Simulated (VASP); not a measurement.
# SrO (Fm-3m) in VASP: further runs, part 2 of 3

VASP 6.6.1. Earlier steps stand in the parts before.

### Step 3. Single point, PBE

This run uses another cell than the first one, of 15.63 Å³/atom, 1.028 times its volume.

File INCAR:

```
SYSTEM = SrO
  PREC = Accurate
  ENCUT = 600
  EDIFF = 1E-6
  ISMEAR = 0
  SIGMA = 0.01
  LREAL = .False.
  LASPH = .True.
  NELM = 120
  ALGO = Normal
  ISIF = 2
  LWAVE = .False.
  LCHARG = .True.
  GGA = PE
  LELF = .True.
  LVHAR = .True.
  NBANDS = 15
  GGA_COMPAT = .False.
```

File KPOINTS:

```
Automatic mesh
0
Gamma
  6 6 6
  0 0 0
```

File POSCAR:

```
SrO
1.0
    0.0000000000      2.5004681950      2.5004681950
    2.5004681950      0.0000000000      2.5004681950
    2.5004681950      2.5004681950      0.0000000000
Sr O
1 1
Direct
    0.5000000000      0.5000000000      0.5000000000
    0.0000000000      0.0000000000      0.0000000000
```

Potentials or basis: VASP PAW PBE potentials, release 64 (Sr_sv, O).

Command:

```
$ cat potpaw_PBE.64/Sr_sv/POTCAR potpaw_PBE.64/O/POTCAR > POTCAR
$ mpirun -np 1 vasp_std > vasp.out
```

OUTCAR:

```text
SYSTEM = SrO
   PREC = Accurate
   ENCUT = 600
   EDIFF = 1E-6
   ISMEAR = 0
   LREAL = .False.
   LASPH = .True.
   NELM = 120
   ISIF = 2
   GGA = PE

 ion  position               nearest neighbor table
   1  0.500  0.500  0.500-   2 2.50   2 2.50   2 2.50   2 2.50   2 2.50   2 2.50
   2  0.000  0.000  0.000-   1 2.50   1 2.50   1 2.50   1 2.50   1 2.50   1 2.50

  LATTYP: Found a face centered cubic cell.
 ALAT       =     5.0009363900

  Lattice vectors:

 A1 = (   0.0000000000,   2.5004681950,   2.5004681950)
 A2 = (   2.5004681950,   0.0000000000,   2.5004681950)
 A3 = (   2.5004681950,   2.5004681950,   0.0000000000)

Analysis of symmetry for initial positions (statically):
=====================================================================
 Subroutine PRICEL returns:
 Original cell was already a primitive cell.

 Routine SETGRP: Setting up the symmetry group for a
 face centered cubic supercell.

 Subroutine GETGRP returns: Found 48 space group operations
 (whereof 48 operations were pure point group operations)
 out of a pool of 48 trial point group operations.

The static configuration has the point symmetry O_h .

Analysis of symmetry for dynamics (positions and initial velocities):
=====================================================================
 Subroutine PRICEL returns:
 Original cell was already a primitive cell.

 Routine SETGRP: Setting up the symmetry group for a
 face centered cubic supercell.

 Subroutine GETGRP returns: Found 48 space group operations
 (whereof 48 operations were pure point group operations)
 out of a pool of 48 trial point group operations.

The dynamic configuration has the point symmetry O_h .

 Subroutine INISYM returns: Found 48 space group operations
 (whereof 48 operations are pure point group operations),
 and found     1 'primitive' translations

----------------------------------------------------------------------------------------

                                     Primitive cell

  volume of cell :      31.2676

  direct lattice vectors                    reciprocal lattice vectors
[... 108 lines left out ...]
   LRPA    =     F    only Hartree local field effects (RPA)
 non-spin polarized calculation
 Gauss-broadening in eV      SIGMA  =   0.01
  energy-cutoff  :      600.00
  volume of cell :       31.27
 maximum number of plane-waves:      1056
   NGX = 15   NGY = 15   NGZ = 15

 number of electron      16.0000001 magnetization

 Free energy of the ion-electron system (eV)
  ---------------------------------------------------
  ext. energy  EPLUGINS =         0.00000000
  ---------------------------------------------------
  free energy    TOTEN  =       -11.90547439 eV

  energy without entropy =      -11.90547439  energy(sigma->0) =      -11.90547439

 E-fermi :   2.2046     XC(G=0): -10.4277

 val. band max:        2.0787262098   @ k =   0.0000   0.0000   0.0000
 cond. band min:       5.2775888721   @ k =   0.5000   0.5000   0.0000
 fundamental gap:      3.1988626623
 Fermi energy:         2.2046293213

 k-point     1 :       0.0000    0.0000    0.0000
  band No.  band energies     occupation
      1     -30.0385      2.00000
      2     -13.1165      2.00000
      3     -11.5732      2.00000
      4     -11.5732      2.00000
      5     -11.5732      2.00000
      6       2.0787      2.00000
      7       2.0787      2.00000
      8       2.0787      2.00000
      9       6.6921      0.00000
     10       8.4634      0.00000
     11       8.4634      0.00000
     12       8.4634      0.00000
     13      10.8261      0.00000
     14      10.8261      0.00000
[... 257 lines left out ...]
      2     -13.7401      2.00000
      3     -12.6348      2.00000
      4     -12.2524      2.00000
      5     -11.2079      2.00000
      6       1.1115      2.00000
      7       1.7485      2.00000
      8       1.8111      2.00000
      9       6.8082      0.00000
     10      10.0581      0.00000
     11      11.1945      0.00000
     12      13.7842      0.00000
     13      13.8749      0.00000
     14      16.1343      0.00000
     15      16.5374      0.00000

------------------------ aborting loop because EDIFF is reached ----------------------------------------

  FORCE on cell =-STRESS in cart. coord.  units (eV):
  Direction    XX          YY          ZZ          XY          YZ          ZX
  --------------------------------------------------------------------------------------
  -------------------------------------------------------------------------------------
  Total        2.5831818      2.5831818      2.5831818     -0.0000000      0.0000000     -0.0000000
  in kB      132.3645099    132.3645099    132.3645099     -0.0000000      0.0000000     -0.0000000
  external PRESSURE =     132.3645099 kB  Pullay stress =       0.0000000 kB

 VOLUME and BASIS-vectors are now :
 -----------------------------------------------------------------------------
  energy-cutoff  :      600.00
  volume of cell :       31.27
      direct lattice vectors                 reciprocal lattice vectors
     0.000000000  2.500468195  2.500468195    -0.199962551  0.199962551  0.199962551
     2.500468195  0.000000000  2.500468195     0.199962551 -0.199962551  0.199962551
     2.500468195  2.500468195  0.000000000     0.199962551  0.199962551 -0.199962551

 POSITION                                       TOTAL-FORCE (eV/Angst)
 -----------------------------------------------------------------------------------
      2.50047      2.50047      2.50047         0.000000      0.000000      0.000000
      0.00000      0.00000      0.00000        -0.000000     -0.000000     -0.000000
 -----------------------------------------------------------------------------------
    total drift:                                0.000000      0.000000      0.000000

  FREE ENERGIE OF THE ION-ELECTRON SYSTEM (eV)
  ---------------------------------------------------
  free  energy   TOTEN  =       -11.9054743868 eV

  energy  without entropy=      -11.9054743868  energy(sigma->0) =      -11.90547439
```

OSZICAR:

```text
N       E                     dE             d eps       ncg     rms          rms(c)
DAV:   1     0.653716206380E+02    0.65372E+02   -0.85024E+03   480   0.114E+03
DAV:   2    -0.107238807415E+02   -0.76096E+02   -0.69282E+02   664   0.228E+02
DAV:   3    -0.140923489607E+02   -0.33685E+01   -0.33561E+01   701   0.402E+01
DAV:   4    -0.141413705166E+02   -0.49022E-01   -0.49006E-01   597   0.425E+00
DAV:   5    -0.141418568103E+02   -0.48629E-03   -0.48629E-03   602   0.324E-01    0.194E+01
DAV:   6    -0.120275149797E+02    0.21143E+01   -0.63870E+00   501   0.203E+01    0.228E+01
DAV:   7    -0.119148044492E+02    0.11271E+00   -0.24528E-01   599   0.459E+00    0.133E+01
DAV:   8    -0.119031578352E+02    0.11647E-01   -0.10622E-01   662   0.322E+00    0.767E-01
DAV:   9    -0.119048652064E+02   -0.17074E-02   -0.50428E-03   626   0.479E-01    0.229E-01
DAV:  10    -0.119053551311E+02   -0.48992E-03   -0.48510E-04   522   0.197E-01    0.613E-02
DAV:  11    -0.119054592084E+02   -0.10408E-03   -0.99513E-05   522   0.755E-02    0.281E-02
DAV:  12    -0.119054741539E+02   -0.14945E-04   -0.22367E-05   522   0.362E-02    0.136E-02
DAV:  13    -0.119054743868E+02   -0.23292E-06   -0.85568E-07   415   0.841E-03
   1 F= -.11905474E+02 E0= -.11905474E+02  d E =-.112545E-72
```

stdout:

```text
POSCAR found type information on POSCAR SrO
 POSCAR found :  2 types and       2 ions
 scaLAPACK will be used
 LDA part: xc-table for (Slater+PW92), standard interpolation
 POSCAR, INCAR and KPOINTS ok, starting setup
 FFT: planning ... GRIDC
 FFT: planning ... GRID_SOFT
 FFT: planning ... GRID
 WAVECAR not read
 entering main loop
```

Run time: 37 s. Hardware: 1 thread of Intel Xeon 8259CL, shared host; peak memory 0.16 GiB.

Results:

```yaml
Free_energy: -11.9055 eV
Pressure: 13.2 GPa
Band_gap_on_the_k_mesh: 3.20 eV, indirect (least direct gap 3.22 eV)
```

[end of part 2 of 3]
